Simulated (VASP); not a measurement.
Here is a VASP 6.6.1 calculation.

Contents of INCAR:

```
ALGO = Normal
EDIFF = 1E-6
ENCUT = 600
GGA = PE
GGA_COMPAT = F
ISIF = 2
ISMEAR = 0
LASPH = T
LCHARG = T
LELF = T
LREAL = F
LVHAR = T
LWAVE = F
NBANDS = 35
NELM = 120
PREC = Accurate
SIGMA = 0.1
```

Contents of KPOINTS:

```
k-points
0
Gamma
  4 4 6
```

POSCAR

```
PtC2
1.0
    4.0183256497      0.0000000000      0.0000000000
    0.0000000000      5.0234200465      0.0000000000
    0.0000000000      0.0000000000      3.0428123293
Pt C
2 4
Direct
    0.0000000000      0.0000000000      0.0000000000
    0.5000000000      0.5000000000      0.5000000000
    0.1307147435      0.4124886700      0.0000000000
    0.8692852565      0.5875113300      0.0000000000
    0.6307147435      0.0875113300      0.5000000000
    0.3692852565      0.9124886700      0.5000000000
```

Potentials or basis: VASP PAW PBE potentials, release 64 (Pt_sv_GW, C).

Run with:

```bash
$ cat potpaw_PBE.64/Pt_sv_GW/POTCAR potpaw_PBE.64/C/POTCAR > POTCAR
$ mpirun -np 1 vasp_std > vasp.out
```

(1) What does it give for the pressure?

(2) Estimate the band gap on the k mesh.

(3) What does it give for the largest force?

## Answers

(1) -0.3 GPa.

(2) zero (band 26 reaches 10.40 eV, above the bottom of band 27 at 6.14 eV).

(3) 0.053 eV/Å.

Caveat: the k points lie up to 0.39 Å⁻¹ apart; spin-orbit coupling is left out, which moves the levels of the heavy elements.
